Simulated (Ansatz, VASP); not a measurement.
**Sb: VASP beside Ansatz**

INCAR

```
ALGO = Normal
EDIFF = 1E-7
ENCUT = 520
GGA = PS
ISIF = 2
ISMEAR = 0
LASPH = T
LCHARG = T
LELF = T
LREAL = F
LVHAR = T
LWAVE = F
NBANDS = 12
NELM = 100
PREC = Accurate
SIGMA = 0.15
```

The input KPOINTS:

```
k-points
0
Gamma
  18 18 10
```

The input POSCAR:

```
Sb
1.0
    3.5206051876      0.0000000000      0.0000000000
   -1.7603025938      2.7863459525      0.0000000000
    0.0000000000      0.0000000000      5.3300000000
Sb
2
Direct
    0.3333333333      0.6666666667      0.2500000000
    0.6666666667      0.3333333333      0.7500000000
```

Input for Ansatz:

```yaml
crystal:
  lattice:
    - [3.5206051876, 0.0, 0.0]
    - [-1.7603025938, 2.7863459525, 0.0]
    - [0.0, 0.0, 5.33]
  atoms:
    - { symbol: Sb, position: [0.3333333333, 0.6666666667, 0.25] }
    - { symbol: Sb, position: [0.6666666667, 0.3333333333, 0.75] }
basis:
  ecutwfc: 420
kpoints:
  mp_grid: { grid: [18, 18, 10] }
hamiltonian:
  xc: pbesol
scf:
  occupations: { method: gaussian, width: 0.15 }
output:
  forces: true
  stress: true
  eigenvalues: true
```

Change from the starting cell: strain +0.0450 x Voigt [1, -1, 0, 0, 0, 0], atoms carried along.

Alike in both runs: task single point; functional PBEsol; k mesh 18 × 18 × 10; occupations gaussian, width 0.15 eV; no spin polarisation.

|  | VASP | Ansatz |
| --- | --- | --- |
| version | VASP 6.6.1 | Ansatz 0.2.0 |
| potentials or method | VASP PAW PBE potentials, release 64 (Sb), cutoff 520 eV | scalar-relativistic, plane waves, PAW |
| valence electrons in the cell | 10 | 30 |

```tsv
	VASP	Ansatz	Ansatz less VASP
gap on the k mesh at the Fermi level (eV)	none	none	-
pressure (GPa)	0.2	0.2	0.00
traceless stress, the component that is largest in VASP (GPa)	-0.80	-0.81	-0.011
rms of the force components (eV/Å)	0.036	0.035	-0.0007
```

VASP's potentials were made for PBE, not for PBEsol. Atom by atom the forces differ by 0.001 eV/Å (rms over components). A gap of «none» marks a metal or a gap that the smearing closes. VASP's potentials hold 10 valence electrons a cell and Ansatz's 30, so a difference there can come from the potentials and not from the codes.

Neither program's run includes spin-orbit coupling.
